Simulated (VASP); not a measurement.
# FeIr (R-3m) in VASP: single point with LDA

Aim: the single point of FeIr with LDA.

All numbers are computed with VASP 6.6.1; they aren't measurements. Logs are shortened: lines on timing, memory, paths and dates and some standing lists are left out, and cuts for length are marked.

**1. The cell of the first run**

It takes space group R-3m (No. 166, trigonal). Conventional cell: a = 2.717 Å, b = 2.717 Å, c = 12.749 Å, α = 90.00°, β = 90.00°, γ = 120.00°. Within 3.5 Å of Fe (site symmetry -3m) lie 6 Ir at 2.64 Å and 6 Fe at 2.72 Å. Within 3.5 Å of Ir (site symmetry -3m) lie 6 Fe at 2.64 Å and 6 Ir at 2.72 Å.

**2. Single point, LDA, collinear spin, ferromagnetic start**

INCAR

```
SYSTEM = FeIr
PREC = Accurate
ENCUT = 520
EDIFF = 1E-6
ISMEAR = -1
SIGMA = 0.05
LREAL = .FALSE.
LASPH = .TRUE.
NELM = 150
ALGO = Normal
ISIF = 2
LWAVE = .FALSE.
LCHARG = .FALSE.
ISPIN = 2
MAGMOM = 3 0.8
LORBIT = 11
LMAXMIX = 4
GGA = CA
NBANDS = 20
```

KPOINTS

```
Automatic mesh
0
G
  12 12 12
  0 0 0
```

POSCAR

```
FeIr
1.0
    1.3584259545      0.7842875905      4.2497758083
   -1.3584259545      0.7842875905      4.2497758083
    0.0000000000     -1.5685751810      4.2497758083
Fe Ir
1 1
Direct
    0.0000000000      0.0000000000      0.0000000000
    0.5000000000      0.5000000000      0.5000000000
```

Potentials or basis: VASP PAW LDA potentials, release 64 (Fe, Ir).

Started as:

```
cat potpaw_LDA.64/Fe/POTCAR potpaw_LDA.64/Ir/POTCAR > POTCAR
mpirun -np 1 vasp_std > vasp.out
```

OUTCAR:

```text
SYSTEM = FeIr
   PREC = Accurate
   ENCUT = 520
   EDIFF = 1E-6
   ISMEAR = -1
   LREAL = .FALSE.
   LASPH = .TRUE.
   NELM = 150
   ISIF = 2
   ISPIN = 2
   LORBIT = 11
   GGA = CA

 ion  position               nearest neighbor table
   1  0.000  0.000  0.000-   2 2.64   2 2.64   2 2.64   2 2.64   2 2.64   2 2.64
   2  0.500  0.500  0.500-   1 2.64   1 2.64   1 2.64   1 2.64   1 2.64   1 2.64

  LATTYP: Found a trigonal (rhomboedric) cell.
 ALAT       =     4.5300135231
 COS(alpha) =     0.8201531067

  Lattice vectors:

 A1 = (   1.3584259545,   0.7842875905,   4.2497758083)
 A2 = (  -1.3584259545,   0.7842875905,   4.2497758083)
 A3 = (   0.0000000000,  -1.5685751810,   4.2497758083)

Analysis of symmetry for initial positions (statically):
=====================================================================
 Subroutine PRICEL returns:
 Original cell was already a primitive cell.

 Routine SETGRP: Setting up the symmetry group for a
 trigonal (rhombohedral) supercell.

 Subroutine GETGRP returns: Found 12 space group operations
 (whereof 12 operations were pure point group operations)
 out of a pool of 12 trial point group operations.

The static configuration has the point symmetry D_3d.

Analysis of symmetry for dynamics (positions and initial velocities):
=====================================================================
 Subroutine PRICEL returns:
 Original cell was already a primitive cell.

 Routine SETGRP: Setting up the symmetry group for a
 trigonal (rhombohedral) supercell.

 Subroutine GETGRP returns: Found 12 space group operations
 (whereof 12 operations were pure point group operations)
 out of a pool of 12 trial point group operations.

The dynamic configuration has the point symmetry D_3d.

Analysis of structural, dynamic, and magnetic symmetry:
=====================================================================
 Subroutine PRICEL returns:
 Original cell was already a primitive cell.

 Routine SETGRP: Setting up the symmetry group for a
 trigonal (rhombohedral) supercell.

 Subroutine GETGRP returns: Found 12 space group operations
 (whereof 12 operations were pure point group operations)
 out of a pool of 12 trial point group operations.

The overall configuration has the point symmetry D_3d.

 Subroutine INISYM returns: Found 12 space group operations
 (whereof 12 operations are pure point group operations),
 and found     1 'primitive' translations

----------------------------------------------------------------------------------------

                                     Primitive cell

  volume of cell :      27.1662

  direct lattice vectors                    reciprocal lattice vectors
     1.358425954  0.784287590  4.249775808     0.368073062  0.212507081  0.078435510
    -1.358425954  0.784287590  4.249775808    -0.368073062  0.212507081  0.078435510
     0.000000000 -1.568575181  4.249775808     0.000000000 -0.425014162  0.078435510

  length of vectors
     4.530013523  4.530013523  4.530013523     0.432191124  0.432191124  0.432191124

  position of ions in fractional coordinates (direct lattice)
     0.000000000  0.000000000  0.000000000
     0.500000000  0.500000000  0.500000000

  ion indices of the primitive-cell ions
   primitive index   ion index
                 1           1
                 2           2

----------------------------------------------------------------------------------------

 KPOINTS: Automatic mesh

Automatic generation of k-mesh.
 Grid dimensions read from file:
 generate k-points for:   12   12   12

 Generating k-lattice:

  Cartesian coordinates                     Fractional coordinates (reciprocal lattice)
     0.030672755  0.017708923  0.006536293     0.083333333 -0.000000000  0.000000000
    -0.030672755  0.017708923  0.006536293    -0.000000000  0.083333333  0.000000000
     0.000000000 -0.035417847  0.006536293     0.000000000  0.000000000  0.083333333

  Length of vectors
     0.036015927  0.036015927  0.036015927

  Shift w.r.t. Gamma in fractional coordinates (k-lattice)
     0.000000000  0.000000000  0.000000000

 Subroutine IBZKPT returns following result:
 ===========================================

 Found    189 irreducible k-points:

 Following reciprocal coordinates:
            Coordinates               Weight
  0.000000  0.000000  0.000000      1.000000
  0.083333  0.000000  0.000000      6.000000
  0.166667  0.000000  0.000000      6.000000
  0.250000  0.000000  0.000000      6.000000
  0.333333  0.000000  0.000000      6.000000
  0.416667  0.000000  0.000000      6.000000
[... 16 lines left out ...]
  0.500000  0.166667  0.000000     12.000000
 -0.416667  0.166667  0.000000     12.000000
 [... further k-points ...]
   k-points           NKPTS =    189   k-points in BZ     NKDIM =    189   number of bands    NBANDS=     20
   number of dos      NEDOS =    301   number of ions     NIONS =      2
   total plane-waves  NPLWV =  46656
   dimension x,y,z NGX =    36 NGY =   36 NGZ =   36
   dimension x,y,z NGXF=    72 NGYF=   72 NGZF=   72
   ions per type =               1   1
   NGX,Y,Z   is equivalent  to a cutoff of  13.21, 13.21, 13.21 a.u.
   NGXF,Y,Z  is equivalent  to a cutoff of  26.42, 26.42, 26.42 a.u.
 SYSTEM =  FeIr
   PREC   = accura    normal or accurate (medium, high low for compatibility)
   ISTART =      0    job   : 0-new  1-cont  2-samecut
   ICHARG =      2    charge: 1-file 2-atom 10-const
   ISPIN  =      2    spin polarized calculation?
   LNONCOLLINEAR =      F non collinear calculations
   LSORBIT =      F    spin-orbit coupling
   LASPH  =      T    aspherical Exc in radial PAW
   ENCUT  =  520.0 eV  38.22 Ry    6.18 a.u.   8.42  8.42  8.42*2*pi/ulx,y,z
   NELM   =    150;   NELMIN=  2; NELMDL= -5     # of ELM steps
   EDIFF  = 0.1E-05   stopping-criterion for ELM
   LREAL  =      F    real-space projection
   EDIFFG = 0.1E-04   stopping-criterion for IOM
   NSW    =      0    number of steps for IOM
   IBRION =     -1    ionic relax: 0-MD 1-quasi-New 2-CG
   NFREE  =      0    steps in history (QN), initial steepest desc. (CG)
   ISIF   =      2    stress and relaxation
   ISYM   =      2    0-nonsym 1-usesym 2-fastsym
   POTIM  = 0.5000    time-step for ionic-motion
   TEBEG  =    0.0;   TEEND  =   0.0 temperature during run
   PSTRESS=    0.0 pullay stress
   NELECT =      17.0000    total number of electrons
   NUPDOWN=      -1.0000    fix difference up-down
   EMIN   =  10.00;   EMAX   =-10.00  energy-range for DOS
   EFERMI =   0.00;   METHOD = LEGACY
   ISMEAR =    -1;   SIGMA  =   0.05  broadening in eV -4-tet -1-fermi 0-gaus
   EFERMI_NEDOS =   21; number of points for ismear=-14 and -15
   IALGO  =     38    algorithm
   IMIX   =      4    mixing-type and parameters
     AMIX     =   0.40;   BMIX     =  1.00
     AMIX_MAG =   1.60;   BMIX_MAG =  1.00
  volume/ion in A,a.u.               =      13.58        91.66
  Fermi-wavevector in a.u.,A,eV,Ry     =   1.400280  2.646146 26.678094  1.960785
  Thomas-Fermi vector in A             =   2.523256
   LORBIT       =     11    0 simple, 1 ext, 2 COOP (PROOUT), +10 PAW based schemes
   GGA     = CA    functional components
   LHFCALC =     F    Hartree Fock is set to
   AEXX    =    0.0000 exact exchange contribution
   IVDW    =     0    specifies the selected vdW correction
   LEPSILON=     F    determine dielectric tensor
   LRPA    =     F    only Hartree local field effects (RPA)
 spin polarized calculation
  energy-cutoff  :      520.00
  volume of cell :       27.17
 maximum number of plane-waves:       742
 NGX is ok and might be reduce to    36
   NGX = 17   NGY = 17   NGZ = 17

 number of electron      17.0000002 magnetization       2.3114014

 Free energy of the ion-electron system (eV)
  ---------------------------------------------------
  ext. energy  EPLUGINS =         0.00000000
  ---------------------------------------------------
  free energy    TOTEN  =       -19.35589568 eV

  energy without entropy =      -19.33223827  energy(sigma->0) =      -19.34406698

 E-fermi :   7.3573     XC(G=0): -13.4439

 val. band max:        7.3559866431   @ k =   0.4167   0.3333   0.1667
 cond. band min:       7.3617805823   @ k =  -0.3333   0.3333   0.3333
 fundamental gap:      0.0057939392
 Fermi energy:         7.3572569375

 spin component 1

 k-point     1 :       0.0000    0.0000    0.0000
  band No.  band energies     occupation
      1      -2.2438      1.00000
      2       1.1776      1.00000
      3       3.9390      1.00000
      4       3.9390      1.00000
      5       4.7966      1.00000
      6       4.7966      1.00000
[... 12 lines left out ...]
     19      30.0748      0.00000
     20      31.4485      0.00000

 k-point     2 :       0.0833    0.0000    0.0000
  band No.  band energies     occupation
      1      -1.9766      1.00000
      2       1.3631      1.00000
      3       3.7851      1.00000
      4       4.1219      1.00000
      5       4.6501      1.00000
      6       4.8655      1.00000
[... 12 lines left out ...]
     19      29.7865      0.00000
     20      30.9416      0.00000

 k-point     3 :       0.1667    0.0000    0.0000
  band No.  band energies     occupation
      1      -1.2256      1.00000
      2       1.8560      1.00000
      3       3.4375      1.00000
      4       4.1836      1.00000
      5       4.5904      1.00000
      6       5.0778      1.00000
[... 12 lines left out ...]
     19      28.9541      0.00000
     20      30.8210      0.00000

 k-point     4 :       0.2500    0.0000    0.0000
  band No.  band energies     occupation
      1      -0.1748      1.00000
      2       2.2814      1.00000
      3       3.3153      1.00000
      4       3.5870      1.00000
      5       4.8367      1.00000
      6       5.0260      1.00000
[... 429 lines left out ...]
 k-point    23 :       0.5000    0.1667    0.0000
  band No.  band energies     occupation
      1       1.8752      1.00000
      2       2.3356      1.00000
      3       3.2619      1.00000
      4       3.7780      1.00000
      5       3.9748      1.00000
      6       4.3827      1.00000
[... 12 lines left out ...]
     19      29.0707      0.00000
     20      31.7556      0.00000

 k-point    24 :      -0.4167    0.1667    0.0000
  band No.  band energies     occupation
      1       1.7746      1.00000
      2       2.3895      1.00000
      3       3.5143      1.00000
      4       3.6554      1.00000
      5       4.0866      1.00000
      6       4.4359      1.00000
[... 12 lines left out ...]
     19      28.8784      0.00000
     20      31.1554      0.00000

 [... further k-points ...]

 spin component 2

 k-point     1 :       0.0000    0.0000    0.0000
  band No.  band energies     occupation
      1      -2.1019      1.00000
      2       1.4314      1.00000
      3       4.1858      1.00000
      4       4.1858      1.00000
      5       5.9052      1.00000
      6       5.9052      1.00000
[... 12 lines left out ...]
     19      30.1477      0.00000
     20      31.6420      0.00000

 k-point     2 :       0.0833    0.0000    0.0000
  band No.  band energies     occupation
      1      -1.8314      1.00000
      2       1.6152      1.00000
      3       4.0188      1.00000
      4       4.3978      1.00000
      5       5.5054      1.00000
      6       5.9294      1.00000
[... 12 lines left out ...]
     19      29.8956      0.00000
     20      31.2262      0.00000

 k-point     3 :       0.1667    0.0000    0.0000
  band No.  band energies     occupation
      1      -1.0717      1.00000
      2       2.0979      1.00000
      3       3.6683      1.00000
      4       4.6240      1.00000
      5       4.9985      1.00000
      6       5.9941      1.00000
[... 12 lines left out ...]
     19      29.1496      0.00000
     20      31.0578      0.00000

 k-point     4 :       0.2500    0.0000    0.0000
  band No.  band energies     occupation
      1      -0.0161      1.00000
      2       2.4615      1.00000
      3       3.6543      1.00000
      4       3.8606      1.00000
      5       5.7650      1.00000
      6       6.1871      1.00000
[... 429 lines left out ...]
 k-point    23 :       0.5000    0.1667    0.0000
  band No.  band energies     occupation
      1       1.9605      1.00000
      2       2.5108      1.00000
      3       3.8059      1.00000
      4       4.3263      1.00000
      5       4.6081      1.00000
      6       5.7273      1.00000
[... 12 lines left out ...]
     19      29.4244      0.00000
     20      31.9723      0.00000

 k-point    24 :      -0.4167    0.1667    0.0000
  band No.  band energies     occupation
      1       1.8587      1.00000
      2       2.5716      1.00000
      3       4.0085      1.00000
      4       4.4507      1.00000
      5       4.6247      1.00000
      6       5.7924      1.00000
[... 12 lines left out ...]
     19      29.2187      0.00000
     20      31.3909      0.00000

 [... further k-points ...]

------------------------ aborting loop because EDIFF is reached ----------------------------------------

  FORCE on cell =-STRESS in cart. coord.  units (eV):
  Direction    XX          YY          ZZ          XY          YZ          ZX
  --------------------------------------------------------------------------------------
  -------------------------------------------------------------------------------------
  Total       -3.9835703     -3.9835703     -3.4208961      0.0000000     -0.0000000      0.0000000
  in kB     -234.9386557   -234.9386557   -201.7538732      0.0000000     -0.0000000      0.0000000
  external PRESSURE =    -223.8770615 kB  Pullay stress =       0.0000000 kB

 VOLUME and BASIS-vectors are now :
 -----------------------------------------------------------------------------
  energy-cutoff  :      520.00
  volume of cell :       27.17
      direct lattice vectors                 reciprocal lattice vectors
     1.358425954  0.784287590  4.249775808     0.368073062  0.212507081  0.078435510
    -1.358425954  0.784287590  4.249775808    -0.368073062  0.212507081  0.078435510
     0.000000000 -1.568575181  4.249775808     0.000000000 -0.425014162  0.078435510

 POSITION                                       TOTAL-FORCE (eV/Angst)
 -----------------------------------------------------------------------------------
      0.00000      0.00000      0.00000        -0.000000      0.000000     -0.000000
      0.00000      0.00000      6.37466         0.000000      0.000000      0.000000
 -----------------------------------------------------------------------------------
    total drift:                                0.000000      0.000000      0.000000

  FREE ENERGIE OF THE ION-ELECTRON SYSTEM (eV)
  ---------------------------------------------------
  free  energy   TOTEN  =       -19.3558956806 eV

  energy  without entropy=      -19.3322382735  energy(sigma->0) =      -19.34406698

 total charge

# of ion       s       p       d       tot
------------------------------------------
    1        0.428   0.475   6.193   7.096
    2        0.699   0.687   6.957   8.342
--------------------------------------------------
tot          1.127   1.162  13.149  15.438

 magnetization (x)

# of ion       s       p       d       tot
------------------------------------------
    1       -0.003  -0.002   2.223   2.218
    2       -0.008  -0.027   0.092   0.057
--------------------------------------------------
tot         -0.011  -0.029   2.315   2.275
```

It took 13 min on 1 thread of Intel Xeon 8259CL, shared host; peak memory 0.33 GiB.

Results:

| Property | Result |
| --- | --- |
| Free energy | -19.3559 eV |
| Pressure | -22.4 GPa |
| Net moment | 2.31 μB per cell |
| Site moments | Fe +2.22; Ir +0.06 μB |
| Valence electrons inside the program's atomic spheres | Fe 7.10; Ir 8.34 |

Caveat: the cell stands under tension; spin-orbit coupling is left out, which moves the levels of the heavy elements.
